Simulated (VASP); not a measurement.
# Hf: relaxation of cell and atoms with PBE

Hf:

```xyz
2
Lattice="3.1993 0.0000 0.0000 -1.5996 2.7706 0.0000 0.0000 0.0000 5.1828" Properties=species:S:1:pos:R:3 pbc="T T T"
Hf    0.0000    1.8471    1.2957
Hf    1.5996    0.9235    3.8871
```

```
Program                : VASP 6.6.1
Task                   : relaxation of cell and atoms
Functional             : PBE
Potentials or basis    : VASP PAW PBE potentials, release 64 (Hf_pv)
Cutoff                 : 600 eV
k mesh                 : 14 × 14 × 8
Occupations            : fermi-dirac, width 0.1 eV
Spin                   : no spin polarisation
Target pressure        : -1.7 GPa
Dipole correction      : no
Further INCAR settings : ALGO = Normal; EDIFF = 1e-06; IBRION = 2; EDIFFG = -0.005; NSW = 60; ISIF = 3
```

```
Relaxed volume                                         : 22.82 Å³/atom
Relaxed cell                                           : a = 3.218 Å, b = 3.218 Å, c = 5.088 Å, α = 90.00°, β = 90.00°, γ = 120.00°
Space group after relaxing (to 0.05 Å)                 : P6_3/mmc (No. 194)
Energy change on relaxing (the enthalpy is what falls) : -5.2 meV/atom
Ionic steps                                            : 5
Pressure after relaxing                                : -1.7 GPa
Band gap on the k mesh                                 : zero (band 10 reaches 5.95 eV, above the bottom of band 11 at 4.41 eV)
```

The path:
```tsv
step	energy change (eV)	largest force (eV/Å)	pressure (GPa)	volume (Å³)
1	0.0000	0.0000	-2.38	45.94
2	-0.0131	0.0000	-0.89	45.29
3	-0.0126	0.0000	-1.03	45.35
4	-0.0084	0.0000	-2.05	45.81
5	-0.0105	0.0000	-1.70	45.64
```

Final structure:
```
Hf
1.0
     3.21830    0.00000    0.00000
    -1.60915    2.78713    0.00000
     0.00000    0.00000    5.08849
Hf
2
Direct
  0.33333 0.66667 0.25000
  0.66667 0.33333 0.75000
```

Levels at points of the mesh, in eV from the Fermi level:
```
           k point  band 6  band 7  band 8  band 9  band 10  band 11  band 12  band 13  band 14
(0.00, 0.00, 0.00)  -30.26   -7.30   -3.63    0.60     1.19     1.19     1.47     1.99     1.99
(0.50, 0.00, 0.00)  -30.34   -3.31   -2.66   -2.15    -0.82     0.81     0.86     1.66     5.77
(0.00, 0.00, 0.50)  -30.32   -5.35   -5.35    0.17     0.17     1.08     1.08     1.08     1.08
(0.50, 0.00, 0.50)  -30.45   -3.33   -3.33   -0.94    -0.94     1.13     1.13     2.62     2.62
```

It took 110 s on 1 thread of Intel(R) Xeon(R) 6975P-C (Granite Rapids), on a shared host, peak memory 0.24 GiB.

Caveat: the cell is relaxed towards a set pressure, so the enthalpy falls and the energy may rise; spin-orbit coupling is left out, which moves the levels of the heavy elements.
